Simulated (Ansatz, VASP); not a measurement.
# Two plane-wave programs on Pd

The input INCAR:

```
SYSTEM = Pd
ALGO = Normal
EDIFF = 1E-6
ENCUT = 520
GGA = PS
ISIF = 2
ISMEAR = -1
LASPH = .TRUE.
LCHARG = .FALSE.
LREAL = .FALSE.
LWAVE = .FALSE.
NBANDS = 17
NELM = 80
PREC = Accurate
SIGMA = 0.1
```

KPOINTS

```
k-points
0
G
  11 11 11
  0 0 0
```

Contents of POSCAR:

```
Pd
1.0
    0.0000000000      2.8442650630      2.8442650630
    2.8442650630      0.0000000000      2.8442650630
    2.8442650630      2.8442650630      0.0000000000
Pd
2
Direct
    0.1250000000      0.1250000000      0.1250000000
    0.8750000000      0.8750000000      0.8750000000
```

Input for Ansatz:

```yaml
crystal:
  lattice:
    - [0.0, 2.844265063, 2.844265063]
    - [2.844265063, 0.0, 2.844265063]
    - [2.844265063, 2.844265063, 0.0]
  atoms:
    - { symbol: Pd, position: [0.125, 0.125, 0.125] }
    - { symbol: Pd, position: [0.875, 0.875, 0.875] }
hamiltonian:
  xc: pbesol
  pseudopotentials:
    kind: paw
    azcp:
      Pd: "pseudopotentials/Pd.paw.azcp"
basis:
  ecutwfc: 420
  fft_grid_basis: typed
kpoints:
  mp_grid: { grid: [11, 11, 11], shift: [0, 0, 0] }
magnetization:
  spin_polarized: false
scf:
  occupations: { method: fermi_dirac, width: 0.1 }
  lower_state_search: "off"
output:
  stress: true
  write_density: true
  write_potential: true
  elf: true
  volumetric_format: npy
```

Alike in both runs: task single point; functional PBEsol; k mesh 11 × 11 × 11; occupations fermi-dirac, width 0.1 eV; no spin polarisation.

|  | VASP | Ansatz |
| --- | --- | --- |
| version | VASP 6.6.1 | Ansatz 0.2.0 |
| potentials or method | VASP PAW PBE potentials, release 64 (Pd), cutoff 520 eV | plane waves (420 eV) with PAW, scalar-relativistic |
| valence electrons in the cell | 20 | 36 |

VASP gave:

| Property | Result |
| --- | --- |
| pressure (GPa) | -0.5 |

**Question.** What did Ansatz give for the same quantities?

**Answer.** Pressure (GPa): 0.0.

VASP's potentials were made for PBE, not for PBEsol, and Ansatz warns of the same on its side. With one functional, cell and mesh, what is left measures potentials, basis and numerics. VASP's potentials hold 20 valence electrons a cell and Ansatz's 36, so a difference there can come from the potentials and not from the codes.
